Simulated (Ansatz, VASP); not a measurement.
# Two plane-wave programs on Bi

```
CELL_PARAMETERS angstrom
3.19749 0.00000 0.00000
0.00000 3.19749 0.00000
0.00000 0.00000 3.19749
ATOMIC_POSITIONS crystal
Bi 0.00000 0.00000 0.00000
```

Alike in both runs: functional LDA; k mesh 12 × 12 × 12; occupations fermi-dirac, width 0.05 eV; no spin polarisation.

Ansatz relaxed the structure, and its values are those at the end. VASP's run is a single point on that final structure, the one shown.

|  | VASP | Ansatz |
| --- | --- | --- |
| version | VASP 6.6.1 | Ansatz 0.2.0 |
| potentials or method | VASP PAW LDA potentials, release 64 (Bi_d) | PAW with Ansatz's default frozen-core files, scalar-relativistic |
| plane-wave cutoff (eV) | 500 | 420 |
| valence electrons in the cell | 15 | 15 |

|  | VASP | Ansatz | Ansatz less VASP |
| --- | --- | --- | --- |
| pressure (GPa) | 0.1 | 0.0 | -0.15 |

LDA's correlation is that of Perdew and Zunger in VASP and of Perdew and Wang (1992) in Ansatz.

Spin-orbit coupling is off throughout.
